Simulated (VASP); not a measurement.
Wanted: the native input for a VASP 6.6.1 run.

- Task: single point
- Functional: r2SCAN
- Potentials or basis: VASP PAW PBE potentials, release 64 (Y_sv, Hg)
- Cutoff: 520 eV
- k mesh: 6 × 6 × 6
- Occupations: fermi-dirac, width 0.05 eV
- Spin: no spin polarisation
- Dipole correction: no
- Further INCAR settings: ALGO = Normal; EDIFF = 1e-07; NBANDS = 18

Crystal: YHg.

```
Y Hg
1.0
     3.68000    0.00000    0.00000
     0.00000    3.68000    0.00000
     0.00000    0.00000    3.68000
Y Hg
1 1
Direct
  0.50000 0.50000 0.50000
  0.00000 0.00000 0.00000
```

These files were run (other wordings do the same):

POSCAR

```
YHg
1.0
    3.6800000000      0.0000000000      0.0000000000
    0.0000000000      3.6800000000      0.0000000000
    0.0000000000      0.0000000000      3.6800000000
Y Hg
1 1
Direct
    0.5000000000      0.5000000000      0.5000000000
    0.0000000000      0.0000000000      0.0000000000
```

INCAR.step1

```
SYSTEM = YHg
ALGO = Normal ; EDIFF = 1E-4
ENCUT = 520 ; GGA = PE
ISMEAR = -1 ; LASPH = .TRUE.
LCHARG = .FALSE. ; LREAL = .FALSE.
LWAVE = .TRUE. ; NBANDS = 18
NELM = 60 ; PREC = Accurate
SIGMA = 0.05
```

INCAR.step2

```
SYSTEM = YHg
ALGO = Normal ; EDIFF = 1E-7
ENCUT = 520 ; ISIF = 2
ISMEAR = -1 ; ISTART = 1
LASPH = .TRUE. ; LCHARG = .FALSE.
LMIXTAU = .TRUE. ; LREAL = .FALSE.
LWAVE = .FALSE. ; METAGGA = R2SCAN
NBANDS = 18 ; NELM = 60
PREC = Accurate ; SIGMA = 0.05
```

KPOINTS

```
k-points
0
G
  6 6 6
  0 0 0
```

Potentials or basis: VASP PAW PBE potentials, release 64 (Y_sv, Hg).

Command:

```console
$ cat potpaw_PBE.64/Y_sv/POTCAR potpaw_PBE.64/Hg/POTCAR > POTCAR
$ cp INCAR.step1 INCAR
$ mpirun -np 1 vasp_std > vasp.out
$ cp INCAR.step2 INCAR
$ mpirun -np 1 vasp_std > vasp.out
```

It gave:

```json
{
 "Pressure": "1.6 GPa"
}
```

Caveat: the PAW data sets were made with another functional, which shifts forces and pressure a little.

Run time: 39 s on 1 thread of Intel(R) Xeon(R) 6975P-C (Granite Rapids) (shared host), peak memory 0.19 GiB.
